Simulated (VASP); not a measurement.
The system is Gd.

```xyz
2
Lattice="3.7305 0.0000 0.0000 -1.8652 3.2307 0.0000 0.0000 0.0000 5.9329" Properties=species:S:1:pos:R:3 pbc="T T T"
Gd    0.0000    2.1538    1.4832
Gd    1.8652    1.0769    4.4496
```

```yaml
Program: VASP 6.6.1
Task: relaxation of cell and atoms
Functional: PBE
Potentials_or_basis: VASP PAW PBE potentials, release 64 (Gd)
Cutoff: 600 eV
k_mesh: 10 × 10 × 6
Occupations: fermi-dirac, width 0.05 eV
Spin: collinear spin, ferromagnetic start
Starting_moments: "[7.0, 7.0] μB"
```

At the start: pressure -2.0 GPa; volume 35.75 Å³/atom.

How do energy, volume and symmetry change on relaxing?

Over 16 steps the energy falls by 13.8 meV/atom and the volume is 33.59 Å³/atom (-6.1 %); space group P6_3/mmc (No. 194, to 0.05 Å); moment 15.34 μB per cell.

Step by step:
| step | energy change (eV) | largest force (eV/Å) | pressure (GPa) | volume (Å³) |
| --- | --- | --- | --- | --- |
| 1 | 0.0000 | 0.0000 | -1.97 | 71.50 |
| 2 | -0.0276 | 0.0000 | 0.06 | 67.05 |
| 3 | -0.0276 | 0.0000 | 0.02 | 67.16 |
| 4 | -0.0276 | 0.0000 | -0.06 | 67.25 |
| 5 | -0.0276 | 0.0000 | -0.04 | 67.25 |
| 6 | -0.0276 | 0.0000 | -0.04 | 67.25 |
| 7 | -0.0276 | 0.0000 | -0.04 | 67.25 |
| 8 | -0.0276 | 0.0000 | -0.04 | 67.25 |
| 9 | -0.0276 | 0.0000 | -0.04 | 67.25 |
| 10 | -0.0276 | 0.0000 | 0.00 | 67.15 |
| 11 | -0.0276 | 0.0000 | 0.06 | 67.17 |
| 12 | -0.0276 | 0.0000 | -0.02 | 67.22 |
| 13 | -0.0276 | 0.0000 | -0.02 | 67.20 |
| 14 | -0.0276 | 0.0000 | -0.06 | 67.19 |
| 15 | -0.0276 | 0.0000 | -0.03 | 67.18 |
| 16 | -0.0276 | 0.0000 | 0.00 | 67.17 |

Final structure:
```
Gd
1.0
     3.64789    0.00000    0.00000
    -1.82395    3.15917    0.00000
     0.00000    0.00000    5.82895
Gd
2
Direct
  0.33333 0.66667 0.25000
  0.66667 0.33333 0.75000
```
